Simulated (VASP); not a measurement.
Set up this calculation in VASP 6.6.1, as the native input.

```
Task                   : single point
Functional             : PBE
Potentials or basis    : VASP PAW PBE potentials, release 64 (K_sv, I)
Cutoff                 : 520 eV
k mesh                 : 6 × 6 × 2
Occupations            : gaussian, width 0.02 eV
Spin                   : no spin polarisation
Dipole correction      : no
Further INCAR settings : ALGO = Normal; EDIFF = 1e-07; NBANDS = 33
```

The structure of KI lies in POSCAR:

```
KI
1.0
    5.0747965705      0.0000000000      0.0000000000
   -2.5373982853      4.3949027491      0.0000000000
    0.0000000000      0.0000000000     12.4305914268
K I
3 3
Direct
    0.0000000000      0.0000000000      0.0000000000
    0.3333333333      0.6666666667      0.3333333333
    0.6666666667      0.3333333333      0.6666666667
    0.6666666667      0.3333333333      0.1666666667
    0.0000000000      0.0000000000      0.5000000000
    0.3333333333      0.6666666667      0.8333333333
```

One way to write it, as run:

INCAR

```
PREC = Accurate ; ENCUT = 520
EDIFF = 1E-7 ; ISMEAR = 0
SIGMA = 0.02 ; LREAL = False
LASPH = True ; NELM = 100
ALGO = Normal ; ISIF = 2
LWAVE = False ; LCHARG = False
GGA = PE ; NBANDS = 33
```

KPOINTS

```
regular mesh
0
Gamma
  6 6 2
```

Potentials or basis: VASP PAW PBE potentials, release 64 (K_sv, I).

The run is started by

```sh
$ cat potpaw_PBE.64/K_sv/POTCAR potpaw_PBE.64/I/POTCAR > POTCAR
$ mpirun -np 1 vasp_std > vasp.out
```

Results of the run:

* Pressure: 0.0 GPa
* Band gap on the k mesh: 3.86 eV

Caveat: spin-orbit coupling is left out, which moves the levels of the heavy elements.

Run time: 100 s on 1 thread of Intel(R) Xeon(R) 6975P-C (Granite Rapids), on a shared host, peak memory 0.44 GiB.
